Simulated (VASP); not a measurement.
# B3N2 (P-62m) in VASP: further runs

Runs on B3N2. Level: PBE. Tasks: relaxation of cell and atoms, single point.

Program: VASP 6.6.1. These are calculated values, not measurements. Logs are shortened: lines on timing, memory, paths and dates and some standing lists are left out, and cuts for length are marked.

## Step 1: The cell of the first run

The structure is hexagonal, space group P-62m (No. 189). The conventional cell has a = 3.398 Å, b = 3.398 Å, c = 5.153 Å, α = 90.00°, β = 90.00°, γ = 120.00°. Within 2.3 Å of B (site symmetry m2m) lie 2 N at 1.69 Å and 6 B at 1.87 to 2.01 Å. Within 2.3 Å of N (site symmetry 3m) lie 3 B at 1.69 Å.

The cell was built from a structure type or drawn by symmetry, and may not be a known phase.

## Step 2: Relaxation of cell and atoms, PBE

INCAR

```
ALGO     = Normal         # electronic algorithm
EDIFF    = 1E-6           # SCF threshold, eV
EDIFFG   = -0.04          # ionic threshold
ENCUT    = 600            # plane-wave cutoff, eV
GGA      = PE             # functional
IBRION   = 2              # ionic algorithm
ISIF     = 3              # what is computed and relaxed
ISMEAR   = 0              # smearing method
LASPH    = True           # aspherical terms in the spheres
LCHARG   = False          # write CHGCAR
LREAL    = False          # projectors in reciprocal space
LWAVE    = False          # write WAVECAR
NELM     = 80             # most SCF steps
NSW      = 90             # ionic steps
PREC     = Accurate       # precision mode
SIGMA    = 0.1            # smearing width, eV
```

KPOINTS

```
k-points
0
Gamma
  6 6 4
```

POSCAR

```
B3N2
1.0
    3.3975151400      0.0000000000      0.0000000000
   -1.6987575700      2.9423344200      0.0000000000
    0.0000000000      0.0000000000      5.1534309200
B N
3 2
Direct
    0.3169380300      0.0000000000      0.0000000000
    0.0000000000      0.3169380300      0.0000000000
    0.6830619700      0.6830619700      0.0000000000
    0.0000000000      0.0000000000      0.7463036000
    0.0000000000      0.0000000000      0.2536964000
```

Potentials or basis: VASP PAW PBE potentials, release 64 (B, N).

Command:

```console
> cat potpaw_PBE.64/B/POTCAR potpaw_PBE.64/N/POTCAR > POTCAR
> mpirun -np 1 vasp_std > vasp.out
```

OUTCAR:

```text
EDIFF = 1E-6
   EDIFFG = -0.04
   ENCUT = 600
   GGA = PE
   IBRION = 2
   ISIF = 3
   ISMEAR = 0
   LASPH = True
   LREAL = False
   NELM = 80
   NSW = 90
   PREC = Accurate

 ion  position               nearest neighbor table
   1  0.317  0.000  0.000-   4 1.69   5 1.69   2 1.87   3 1.87   2 2.01   3 2.01   2 2.01   3 2.01

   2  0.000  0.317  0.000-   4 1.69   5 1.69   3 1.87   1 1.87   1 2.01   3 2.01   3 2.01   1 2.01

   3  0.683  0.683  0.000-   4 1.69   5 1.69   2 1.87   1 1.87   1 2.01   2 2.01   2 2.01   1 2.01

   4  0.000  0.000  0.746-   2 1.69   3 1.69   1 1.69
   5  0.000  0.000  0.254-   2 1.69   3 1.69   1 1.69

  LATTYP: Found a hexagonal cell.
 ALAT       =     3.3975151400
 C/A-ratio  =     1.5168235336

  Lattice vectors:

 A1 = (   3.3975151400,   0.0000000000,   0.0000000000)
 A2 = (  -1.6987575700,   2.9423344200,   0.0000000000)
 A3 = (   0.0000000000,   0.0000000000,   5.1534309200)

Analysis of symmetry for initial positions (statically):
=====================================================================
 Subroutine PRICEL returns:
 Original cell was already a primitive cell.

 Routine SETGRP: Setting up the symmetry group for a
 hexagonal supercell.

 Subroutine GETGRP returns: Found 12 space group operations
 (whereof 12 operations were pure point group operations)
 out of a pool of 24 trial point group operations.

The static configuration has the point symmetry D_3h.

Analysis of symmetry for dynamics (positions and initial velocities):
=====================================================================
 Subroutine PRICEL returns:
 Original cell was already a primitive cell.

 Routine SETGRP: Setting up the symmetry group for a
 hexagonal supercell.

 Subroutine GETGRP returns: Found 12 space group operations
 (whereof 12 operations were pure point group operations)
 out of a pool of 24 trial point group operations.

The dynamic configuration has the point symmetry D_3h.

 Subroutine INISYM returns: Found 12 space group operations
 (whereof 12 operations are pure point group operations),
 and found     1 'primitive' translations

----------------------------------------------------------------------------------------

                                     Primitive cell

  volume of cell :      51.5169

  direct lattice vectors                    reciprocal lattice vectors
     3.397515140  0.000000000  0.000000000     0.294332758  0.169933097  0.000000000
    -1.698757570  2.942334420  0.000000000     0.000000000  0.339866194  0.000000000
     0.000000000  0.000000000  5.153430920     0.000000000  0.000000000  0.194045485

  length of vectors
     3.397515140  3.397515139  5.153430920     0.339866194  0.339866194  0.194045485

  position of ions in fractional coordinates (direct lattice)
     0.316938030  0.000000000  0.000000000
     1.000000000  0.316938030  0.000000000
     0.683061970  0.683061970  0.000000000
     0.000000000  0.000000000  0.746303600
     0.000000000  0.000000000  0.253696400

  ion indices of the primitive-cell ions
   primitive index   ion index
                 1           1
                 2           2
                 3           3
                 4           4
                 5           5

----------------------------------------------------------------------------------------

 KPOINTS: k-points

Automatic generation of k-mesh.
 Grid dimensions read from file:
 generate k-points for:    6    6    4

 Generating k-lattice:

  Cartesian coordinates                     Fractional coordinates (reciprocal lattice)
     0.049055460  0.028322183  0.000000000     0.166666667 -0.000000000  0.000000000
     0.000000000  0.056644366  0.000000000     0.000000000  0.166666667  0.000000000
     0.000000000  0.000000000  0.048511371     0.000000000  0.000000000  0.250000000

  Length of vectors
     0.056644366  0.056644366  0.048511371

  Shift w.r.t. Gamma in fractional coordinates (k-lattice)
     0.000000000  0.000000000  0.000000000

 Subroutine IBZKPT returns following result:
 ===========================================

 Found     21 irreducible k-points:

 Following reciprocal coordinates:
            Coordinates               Weight
  0.000000  0.000000  0.000000      1.000000
  0.166667  0.000000  0.000000      6.000000
  0.333333  0.000000  0.000000      6.000000
  0.500000  0.000000  0.000000      3.000000
  0.166667  0.166667  0.000000      6.000000
  0.333333  0.166667  0.000000     12.000000
[... 13 lines left out ...]
  0.333333  0.166667  0.500000     12.000000
  0.333333  0.333333  0.500000      2.000000
   k-points           NKPTS =     21   k-points in BZ     NKDIM =     21   number of bands    NBANDS=     13
   number of dos      NEDOS =    301   number of ions     NIONS =      5
   total plane-waves  NPLWV =  32928
   dimension x,y,z NGX =    28 NGY =   28 NGZ =   42
   dimension x,y,z NGXF=    56 NGYF=   56 NGZF=   84
   ions per type =               3   2
   NGX,Y,Z   is equivalent  to a cutoff of  13.70, 13.70, 13.55 a.u.
   NGXF,Y,Z  is equivalent  to a cutoff of  27.40, 27.40, 27.10 a.u.
 SYSTEM =  unknown system
   PREC   = accura    normal or accurate (medium, high low for compatibility)
   ISTART =      0    job   : 0-new  1-cont  2-samecut
   ICHARG =      2    charge: 1-file 2-atom 10-const
   ISPIN  =      1    spin polarized calculation?
   LNONCOLLINEAR =      F non collinear calculations
   LSORBIT =      F    spin-orbit coupling
   LASPH  =      T    aspherical Exc in radial PAW
   ENCUT  =  600.0 eV  44.10 Ry    6.64 a.u.   6.79  6.79 10.29*2*pi/ulx,y,z
   NELM   =     80;   NELMIN=  2; NELMDL= -5     # of ELM steps
   EDIFF  = 0.1E-05   stopping-criterion for ELM
   LREAL  =      F    real-space projection
   EDIFFG = -.4E-01   stopping-criterion for IOM
   NSW    =     90    number of steps for IOM
   IBRION =      2    ionic relax: 0-MD 1-quasi-New 2-CG
   NFREE  =      1    steps in history (QN), initial steepest desc. (CG)
   ISIF   =      3    stress and relaxation
   ISYM   =      2    0-nonsym 1-usesym 2-fastsym
   POTIM  = 0.5000    time-step for ionic-motion
   TEBEG  =    0.0;   TEEND  =   0.0 temperature during run
   PSTRESS=    0.0 pullay stress
   NELECT =      19.0000    total number of electrons
   NUPDOWN=      -1.0000    fix difference up-down
   EMIN   =  10.00;   EMAX   =-10.00  energy-range for DOS
   EFERMI =   0.00;   METHOD = LEGACY
   ISMEAR =     0;   SIGMA  =   0.10  broadening in eV -4-tet -1-fermi 0-gaus
   EFERMI_NEDOS =   21; number of points for ismear=-14 and -15
   IALGO  =     38    algorithm
   IMIX   =      4    mixing-type and parameters
     AMIX     =   0.40;   BMIX     =  1.00
     AMIX_MAG =   1.60;   BMIX_MAG =  1.00
  volume/ion in A,a.u.               =      10.30        69.53
  Fermi-wavevector in a.u.,A,eV,Ry     =   1.174022  2.218579 18.753272  1.378327
  Thomas-Fermi vector in A             =   2.310425
   LORBIT       =      0    0 simple, 1 ext, 2 COOP (PROOUT), +10 PAW based schemes
   GGA     = PE    functional components
   LHFCALC =     F    Hartree Fock is set to
   AEXX    =    0.0000 exact exchange contribution
   IVDW    =     0    specifies the selected vdW correction
   LEPSILON=     F    determine dielectric tensor
   LRPA    =     F    only Hartree local field effects (RPA)
 conjugate gradient relaxation of ions
 non-spin polarized calculation
 Gauss-broadening in eV      SIGMA  =   0.10
  energy-cutoff  :      600.00
  volume of cell :       51.52
 maximum number of plane-waves:      1744
 NGX is ok and might be reduce to    28
   NGX = 13   NGY = 13   NGZ = 21

--------------------------------------- Ionic step        1  -------------------------------------------

 number of electron      19.0000001 magnetization

 Free energy of the ion-electron system (eV)
  ---------------------------------------------------
  ext. energy  EPLUGINS =         0.00000000
  ---------------------------------------------------
  free energy    TOTEN  =       -32.09647314 eV

  energy without entropy =      -32.07589535  energy(sigma->0) =      -32.08618425

 E-fermi :   1.6244     XC(G=0):  -9.5873

 val. band max:        1.5893454255   @ k =   0.3333   0.0000   0.0000
 cond. band min:       1.6276032549   @ k =   0.3333   0.0000   0.2500
 fundamental gap:      0.0382578294
 Fermi energy:         1.6244417555

 k-point     1 :       0.0000    0.0000    0.0000
  band No.  band energies     occupation
      1     -16.4151      2.00000
      2     -12.5872      2.00000
      3      -5.8298      2.00000
      4      -3.6830      2.00000
      5      -2.6260      2.00000
      6      -2.6260      2.00000
      7       0.1046      2.00000
      8       0.1046      2.00000
      9       1.2199      2.00000
     10       1.4461      1.98835
     11       2.6091      0.00000
     12       2.6091      0.00000
     13       6.1738      0.00000
[... 428 lines left out ...]
  FREE ENERGIE OF THE ION-ELECTRON SYSTEM (eV)
  ---------------------------------------------------
  free  energy   TOTEN  =       -33.3125269619 eV

  energy  without entropy=      -33.2975144197  energy(sigma->0) =      -33.30502069

 E-fermi :   3.1887     XC(G=0):  -9.9352

 val. band max:        3.1746391581   @ k =   0.3333   0.0000   0.2500
 cond. band min:       3.2505772494   @ k =   0.3333   0.1667   0.2500
 fundamental gap:      0.0759380913
 Fermi energy:         3.1887188543

 k-point     1 :       0.0000    0.0000    0.0000
  band No.  band energies     occupation
      1     -17.0192      2.00000
      2     -11.3259      2.00000
      3      -4.1844      2.00000
      4      -3.5005      2.00000
      5      -3.5005      2.00000
      6      -3.2904      2.00000
      7       0.2962      2.00000
      8       0.2962      2.00000
      9       1.6632      2.00000
     10       3.9154      0.00000
     11       3.9154      0.00000
     12       4.1335      0.00000
     13       7.2720      0.00000
[... 305 lines left out ...]
 k-point    21 :       0.3333    0.3333    0.5000
  band No.  band energies     occupation
      1     -16.2431      2.00000
      2     -11.0376      2.00000
      3      -7.2646      2.00000
      4      -7.2646      2.00000
      5      -2.0239      2.00000
      6      -2.0239      2.00000
      7      -0.4857      2.00000
      8       1.5729      2.00000
      9       1.6148      2.00000
     10       1.6148      2.00000
     11       6.4135      0.00000
     12      10.9807      0.00000
     13      10.9807      0.00000

[... ionic steps 4 to 19 ...]

--------------------------------------- Ionic step       20  -------------------------------------------

 number of electron      19.0000002 magnetization

------------------------ aborting loop because EDIFF is reached ----------------------------------------

  FORCE on cell =-STRESS in cart. coord.  units (eV):
  Direction    XX          YY          ZZ          XY          YZ          ZX
  --------------------------------------------------------------------------------------
  -------------------------------------------------------------------------------------
  Total        0.1881994      0.1881994     -0.2134679     -0.0000000      0.0000000      0.0000000
  in kB        6.7155580      6.7155580     -7.6172164     -0.0000000      0.0000000      0.0000000
  external PRESSURE =       1.9379665 kB  Pullay stress =       0.0000000 kB
[... 63 lines left out ...]
  energy  without entropy=      -33.7271886577  energy(sigma->0) =      -33.73672599

--------------------------------------- Ionic step       22  -------------------------------------------

 number of electron      19.0000002 magnetization

 Free energy of the ion-electron system (eV)
  ---------------------------------------------------
  ext. energy  EPLUGINS =         0.00000000
  ---------------------------------------------------
  free energy    TOTEN  =       -33.74667447 eV

  energy without entropy =      -33.72772190  energy(sigma->0) =      -33.73719818

 E-fermi :   3.9145     XC(G=0): -10.1338

 val. band max:        3.9050552912   @ k =   0.3333   0.0000   0.2500
 cond. band min:       3.9698731686   @ k =   0.3333   0.1667   0.2500
 fundamental gap:      0.0648178774
 Fermi energy:         3.9144619603

 k-point     1 :       0.0000    0.0000    0.0000
  band No.  band energies     occupation
      1     -16.7287      2.00000
      2     -10.8328      2.00000
      3      -3.8627      2.00000
      4      -3.2497      2.00000
      5      -3.2497      2.00000
      6      -3.2342      2.00000
      7       0.6901      2.00000
      8       0.6901      2.00000
      9       1.9517      2.00000
     10       4.2255      0.00001
     11       4.2255      0.00001
     12       5.0518      0.00000
     13       7.7188      0.00000
[... 350 lines left out ...]
  FREE ENERGIE OF THE ION-ELECTRON SYSTEM (eV)
  ---------------------------------------------------
  free  energy   TOTEN  =       -33.7466744669 eV

  energy  without entropy=      -33.7277218974  energy(sigma->0) =      -33.73719818

 reached required accuracy - stopping structural energy minimisation
```

Run time: 3.2 min. Hardware: 1 thread of Intel Xeon Platinum 8559C (Emerald Rapids), shared host; peak memory 0.18 GiB.

Results:

```yaml
Free_energy: -33.7467 eV
Relaxed_volume: 9.01 Å³/atom
Relaxed_cell: a = 3.446 Å, b = 3.446 Å, c = 4.382 Å, α = 90.00°, β = 90.00°, γ = 120.00°
Space_group_after_relaxing_to_0.1_Å: P-62m (No. 189)
Energy_gained_by_relaxing: 330.0 meV/atom
Ionic_steps: 22
Pressure_after_relaxing: -0.2 GPa
Largest_force_after_relaxing: 0.012 eV/Å
Band_gap_on_the_k_mesh: zero (an odd number of electrons rules out a gap without spin polarisation)
```

Forces on the atoms (eV/Å):
```
B    0.006  0.000  0.000
B   -0.003  0.005  0.000
B   -0.003 -0.005  0.000
N    0.000  0.000  0.012
N    0.000  0.000 -0.012
```

Step by step:
```tsv
step	energy change (eV)	largest force (eV/Å)	pressure (GPa)	volume (Å³)
1	0.0000	5.2373	-18.70	51.52
2	0.5429	9.8405	57.08	42.91
3	-1.2161	1.2634	4.38	47.06
4	-1.2178	1.3352	5.25	46.95
5	-1.5332	0.6946	-2.85	48.19
6	-1.5562	0.8231	-4.36	48.45
7	-1.5408	0.9167	-7.12	48.95
8	-1.5631	0.7932	-5.25	48.60
9	-1.3786	2.8190	5.32	47.20
10	-1.5868	0.3920	-3.39	48.29
11	-1.5874	0.4010	-2.98	48.23
12	-1.5978	0.5179	1.61	47.24
13	-1.6011	0.3838	0.06	47.56
14	-1.6130	0.1235	-0.81	47.19
15	-1.6178	0.3500	-1.73	46.78
16	-1.6236	0.3213	-1.57	46.57
17	-1.6381	0.2363	-1.01	45.93
18	-1.6478	0.1593	0.55	44.64
19	-1.6485	0.1589	0.15	44.94
20	-1.6485	0.1589	0.19	44.90
21	-1.6498	0.0818	-0.01	44.98
22	-1.6502	0.0120	-0.21	45.06
```

Final structure:
```cif
data_structure
_symmetry_space_group_name_H-M 'P 1'
_symmetry_Int_Tables_number 1
_cell_length_a 3.4459
_cell_length_b 3.4459
_cell_length_c 4.3817
_cell_angle_alpha 90.000
_cell_angle_beta 90.000
_cell_angle_gamma 120.000
_cell_volume 45.06
loop_
_atom_site_label
_atom_site_type_symbol
_atom_site_fract_x
_atom_site_fract_y
_atom_site_fract_z
_atom_site_occupancy
B1 B 0.33621 0.00000 0.00000 1
B2 B 0.00000 0.33621 0.00000 1
B3 B 0.66379 0.66379 0.00000 1
N1 N 0.00000 0.00000 0.76356 1
N2 N 0.00000 0.00000 0.23644 1
```

## Step 3: Single point, PBE, collinear spin, ferromagnetic start

This run uses another cell than the first one, of 9.06 Å³/atom.

INCAR

```
SYSTEM = B3N2
PREC = Accurate ; ENCUT = 520
EDIFF = 1E-7 ; ISMEAR = 0
SIGMA = 0.1 ; LREAL = .FALSE.
LASPH = .TRUE. ; NELM = 150
ALGO = Normal ; ISIF = 2
LWAVE = .FALSE. ; LCHARG = .FALSE.
ISPIN = 2 ; MAGMOM = 0 0 0 1 1
LORBIT = 11 ; GGA = PE
NBANDS = 22
```

KPOINTS

```
Automatic mesh
0
G
  6 6 4
  0 0 0
```

POSCAR

```
B3N2
1.0
    3.4477206273      0.0000000000      0.0000000000
   -1.7238603136      2.9858136484      0.0000000000
    0.0000000000      0.0000000000      4.4012131937
B N
3 2
Direct
    0.3358509262      0.0000000000      0.0000000000
    0.0000000000      0.3358509262      0.0000000000
    0.6641490738      0.6641490738      0.0000000000
    0.0000000000      0.0000000000      0.7651521541
    0.0000000000      0.0000000000      0.2348478459
```

Potentials or basis: VASP PAW PBE potentials, release 64 (B, N).

Command:

```console
> cat potpaw_PBE.64/B/POTCAR potpaw_PBE.64/N/POTCAR > POTCAR
> mpirun -np 1 vasp_std > vasp.out
```

It took 37 s on 1 thread of Intel Xeon Platinum 8559C (Emerald Rapids), shared host; peak memory 0.19 GiB.

It converged, with:

* Free energy: -33.7852 eV
* Pressure: 0.1 GPa
* Largest force: 0.111 eV/Å
* Net moment: 0.50 μB per cell
* Site moments: B +0.01; N +0.20 μB
* Valence electrons inside the program's atomic spheres: B 1.91; N 3.77

Forces on the atoms (eV/Å):
```
B    0.016  0.000  0.000
B   -0.008  0.014  0.000
B   -0.008 -0.014  0.000
N    0.000  0.000 -0.111
N    0.000  0.000  0.111
```

Stress tensor (GPa, compression positive):
```
 0.21  0.00  0.00
 0.00  0.21  0.00
 0.00  0.00 -0.26
```

Levels at points of the mesh, in eV from the Fermi level:
Spin up:
```
           k point  band 6  band 7  band 8  band 9  band 10  band 11  band 12  band 13  band 14  band 15
(0.00, 0.00, 0.00)   -7.16   -3.25   -3.25   -1.87     0.36     0.36     0.75     3.79     8.66     9.30
(0.50, 0.00, 0.00)   -5.80   -5.55   -3.85   -1.00     1.03     4.07     5.77     6.74     7.72     8.81
(0.00, 0.00, 0.50)   -4.01   -3.62   -3.62   -2.87    -1.85     0.51     0.51     2.66     8.67     8.67
(0.50, 0.00, 0.50)   -5.41   -4.25   -3.89   -2.43    -0.63     4.28     4.80     7.83     8.29     8.47
```
Spin down:
| k point | band 6 | band 7 | band 8 | band 9 | band 10 | band 11 | band 12 | band 13 |
| --- | --- | --- | --- | --- | --- | --- | --- | --- |
| (0.00, 0.00, 0.00) | -6.69 | -3.10 | -3.10 | -1.88 | 0.39 | 0.39 | 1.58 | 3.96 |
| (0.50, 0.00, 0.00) | -5.71 | -5.49 | -3.71 | -0.88 | 1.92 | 4.15 | 5.83 | 6.78 |
| (0.00, 0.00, 0.50) | -3.46 | -3.46 | -3.33 | -2.19 | -1.86 | 0.54 | 0.54 | 2.79 |
| (0.50, 0.00, 0.50) | -5.35 | -4.11 | -3.21 | -1.70 | -0.50 | 4.37 | 4.85 | 7.87 |

(Continued in part 2 of 3.)
